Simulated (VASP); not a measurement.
The system is Cu.

```
CELL_PARAMETERS angstrom
1.30372 0.75270 2.03879
-1.30372 0.75270 2.03879
0.00000 -1.50540 2.03879
ATOMIC_POSITIONS crystal
Cu 0.50000 0.50000 0.50000
```

```yaml
Program: VASP 6.6.1
Task: relaxation of cell and atoms
Functional: PBE
Potentials_or_basis: VASP PAW PBE potentials, release 64 (Cu)
Cutoff: 600 eV
k_mesh: 24 × 24 × 24
Occupations: gaussian, width 0.1 eV
Spin: no spin polarisation
```

At the start: pressure 0.7 GPa; volume 12.00 Å³/atom.

Where does the relaxation end?

Over 15 steps the energy falls by 7.9 meV/atom; space group R-3m (No. 166, to 0.1 Å) before, Fm-3m (No. 225, to 0.1 Å).

Step by step:
| step | energy change (eV) | largest force (eV/Å) | pressure (GPa) | volume (Å³) |
| --- | --- | --- | --- | --- |
| 1 | 0.0000 | 0.0000 | 0.68 | 12.00 |
| 2 | -0.0063 | 0.0000 | 0.18 | 12.09 |
| 3 | -0.0072 | 0.0000 | -0.89 | 12.15 |
| 4 | -0.0073 | 0.0000 | -0.68 | 12.14 |
| 5 | -0.0073 | 0.0000 | -1.82 | 12.14 |
| 6 | -0.0072 | 0.0000 | 0.90 | 11.90 |
| 7 | -0.0079 | 0.0000 | -0.77 | 12.03 |
| 8 | -0.0079 | 0.0000 | 0.17 | 11.99 |
| 9 | -0.0079 | 0.0000 | -1.02 | 12.01 |
| 10 | -0.0079 | 0.0000 | 0.08 | 12.00 |
| 11 | -0.0079 | 0.0000 | 0.05 | 12.01 |
| 12 | -0.0079 | 0.0000 | -0.99 | 12.01 |
| 13 | -0.0079 | 0.0000 | -0.31 | 12.01 |
| 14 | -0.0079 | 0.0000 | 1.63 | 11.98 |
| 15 | -0.0079 | 0.0000 | 0.00 | 12.01 |

Final structure:
```xyz
1
Lattice="1.2846 0.7417 2.1002 -1.2846 0.7417 2.1002 0.0000 -1.4834 2.1002" Properties=species:S:1:pos:R:3 pbc="T T T"
Cu    0.0000    0.0000    3.1503
```
